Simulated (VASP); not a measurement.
Here is a VASP 6.6.1 calculation.

Contents of INCAR:

```
ALGO = Normal
EDIFF = 1E-8
ENCUT = 520
GGA = PS
ISIF = 2
ISMEAR = -1
LASPH = T
LCHARG = F
LEFG = T
LREAL = F
LWAVE = F
NBANDS = 16
NELM = 100
PREC = Accurate
SIGMA = 0.05
```

File KPOINTS:

```
k-points
0
Gamma
  16 16 13
```

POSCAR

```
AgB2
1.0
    3.0099684966      0.0000000000      0.0000000000
   -1.5049842483      2.6067091827      0.0000000000
    0.0000000000      0.0000000000      3.2507641987
Ag B
1 2
Direct
    0.0000000000      0.0000000000      0.0000000000
    0.3333333333      0.6666666667      0.5000000000
    0.6666666667      0.3333333333      0.5000000000
```

Potentials or basis: VASP PAW PBE potentials, release 64 (Ag, B).

The run is started by

```bash
$ cat potpaw_PBE.64/Ag/POTCAR potpaw_PBE.64/B/POTCAR > POTCAR
$ mpirun -np 1 vasp_std > vasp.out
```

(1) Predict the band gap on the k mesh.

(2) Predict the pressure.

Results:

(1) zero (an odd number of electrons rules out a gap without spin polarisation).

(2) 43.3 GPa.

Caveat: the stress differs along the axes, from 33 to 64 GPa; without QUAD_EFG the Cq values of the log hold for a quadrupole moment of 1 mb, not for the nuclei; the PAW data sets were made with another functional, which shifts forces and pressure a little.
